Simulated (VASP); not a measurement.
Co:

```
Co
1.0
     2.42715    0.00000    0.00000
    -1.21357    2.10197    0.00000
     0.00000    0.00000    3.91265
Co
2
Direct
  0.33333 0.66667 0.25000
  0.66667 0.33333 0.75000
```

Base run:

* Program: VASP 6.6.1
* Functional: r2SCAN
* Potentials or basis: VASP PAW PBE potentials, release 64 (Co)
* Cutoff: 520 eV
* k mesh: 15 × 15 × 8
* Occupations: gaussian, width 0.6 eV
* Spin: no spin polarisation

Its results: band gap on the k mesh zero (bands 9 and 10 overlap by 1.69 eV); pressure 3.3 GPa.

Q: After a change of settings the same cell gave: band gap on the k mesh zero (bands 9 and 10 overlap by 1.69 eV); pressure -0.8 GPa. Which change was it?
A. occupations from gaussian, width 0.6 eV to gaussian, width 0.01 eV
B. occupations from gaussian, width 0.6 eV to fermi-dirac, width 0.1 eV; further incar settings from ALGO = Normal; EDIFF = 1e-06; NBANDS = 16 to ALGO = Normal; EDIFF = 1e-07; NBANDS = 16
C. occupations from gaussian, width 0.6 eV to fermi-dirac, width 0.1 eV

A: A.

Caveats: the PAW data sets were made with another functional, which shifts forces and pressure a little; the run has no spin polarisation, though such a crystal can be magnetic; the cell stands under pressure (at least some runs); so wide a smearing shifts energies and pressures (at least some runs).
